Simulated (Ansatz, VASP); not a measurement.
# Co in VASP and in Ansatz

```
CELL_PARAMETERS angstrom
2.50740 0.00000 0.00000
-1.25370 2.17147 0.00000
0.00000 0.00000 4.06990
ATOMIC_POSITIONS crystal
Co 0.33333 0.66667 0.25000
Co 0.66667 0.33333 0.75000
```

Alike in both runs: task single point; functional LDA; k mesh 13 × 13 × 7; occupations fermi-dirac, width 0.08 eV; collinear spin.

|  | VASP | Ansatz |
| --- | --- | --- |
| version | VASP 6.6.1 | Ansatz 0.2.0 |
| potentials or method | VASP PAW LDA potentials, release 64 (Co_sv) | PAW with Ansatz's default frozen-core files, scalar-relativistic |
| plane-wave cutoff (eV) | 600 | 420 |
| valence electrons in the cell | 34 | 34 |

VASP gave:

| Quantity | Value |
| --- | --- |
| pressure (GPa) | -25.1 |
| traceless stress, the component that is largest in VASP (GPa) | -1.02 |
| net moment per atom (μB) | 1.57 |
| size of the moment on the site where the two differ most (μB) | 1.61 |

**Question.** Which values does Ansatz return?

**Answer.** Pressure (GPa): -21.6; traceless stress, the component that is largest in VASP (GPa): -0.84; net moment per atom (μB): 1.59; size of the moment on the site where the two differ most (μB): 1.65.

LDA's correlation is that of Perdew and Zunger in VASP and of Perdew and Wang (1992) in Ansatz. Site moments also hang on the region over which each program counts them.
